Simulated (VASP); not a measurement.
Here is a VASP 6.6.1 calculation.

Contents of INCAR:

```
SYSTEM = AgHgF3
ALGO = Normal
EDIFF = 1E-6
ENCUT = 520
GGA = PS
ISIF = 2
ISMEAR = -1
LASPH = .TRUE.
LCHARG = .FALSE.
LREAL = .FALSE.
LWAVE = .FALSE.
NBANDS = 55
NELM = 100
PREC = Accurate
SIGMA = 0.03
```

KPOINTS

```
k-points
0
G
  6 6 6
  0 0 0
```

The input POSCAR:

```
AgHgF3
1.0
    5.2736485538      0.0000000000      0.0000000000
   -2.6368242769      4.5671136182      0.0000000000
    0.0000000000      0.0000000000      6.7139837762
Ag Hg F
2 2 6
Direct
    0.6666666667      0.3333333333      0.2500000000
    0.3333333333      0.6666666667      0.7500000000
    0.0000000000      0.0000000000      0.5000000000
    0.0000000000      0.0000000000      0.0000000000
    0.3406552241      0.1703276120      0.7500000000
    0.6593447759      0.8296723880      0.2500000000
    0.8296723880      0.1703276120      0.7500000000
    0.1703276120      0.8296723880      0.2500000000
    0.8296723880      0.6593447759      0.7500000000
    0.1703276120      0.3406552241      0.2500000000
```

Potentials or basis: VASP PAW PBE potentials, release 64 (Ag, Hg, F).

Run with:

```bash
$ cat potpaw_PBE.64/Ag/POTCAR potpaw_PBE.64/Hg/POTCAR potpaw_PBE.64/F/POTCAR > POTCAR
$ mpirun -np 1 vasp_std > vasp.out
```

(1) Predict the pressure.

(2) Estimate the largest force.

Results:

(1) 0.4 GPa.

(2) 0.092 eV/Å.

Caveat: the PAW data sets were made with another functional, which shifts forces and pressure a little.
